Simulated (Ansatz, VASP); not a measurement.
One calculation of InSe5, two programs

```
In Se
1.0
     6.22861    0.00000    0.00000
    -3.11430    5.39413    0.00000
     0.00000    0.00000    5.10364
In Se
1 5
Direct
  0.00000 0.00000 0.00000
  0.33333 0.66667 0.00000
  0.66667 0.33333 0.00000
  0.50000 0.00000 0.50000
  0.50000 0.50000 0.50000
  0.00000 0.50000 0.50000
```

Change from the starting cell: species swapped into the CeIr5 type (P6/mmm, No. 191).

Alike in both runs: task relaxation of cell and atoms; functional PBE; k mesh 3 × 3 × 4; occupations gaussian, width 0.1 eV; no spin polarisation.

|  | VASP | Ansatz |
| --- | --- | --- |
| version | VASP 6.6.1 | Ansatz 0.2.0 |
| potentials or method | VASP PAW PBE potentials, release 64 (In_d, Se), cutoff 600 eV | scalar-relativistic, plane waves, PAW |
| valence electrons in the cell | 43 | 93 |

|  | VASP | Ansatz | Ansatz less VASP |
| --- | --- | --- | --- |
| gap on the k mesh at the Fermi level, each at its own relaxed structure (eV) | none | none | - |
| relaxed volume (Å³/atom) | 27.35 | 27.18 | -0.172 |
| relaxed cell length with the largest relative difference (Å) | 3.551 | 3.578 | +0.0265 |

A gap of «none» marks a metal or a gap that the smearing closes. VASP's potentials hold 43 valence electrons a cell and Ansatz's 93, so a difference there can come from the potentials and not from the codes.

The k mesh is coarse, so the values compare programs but aren't converged.
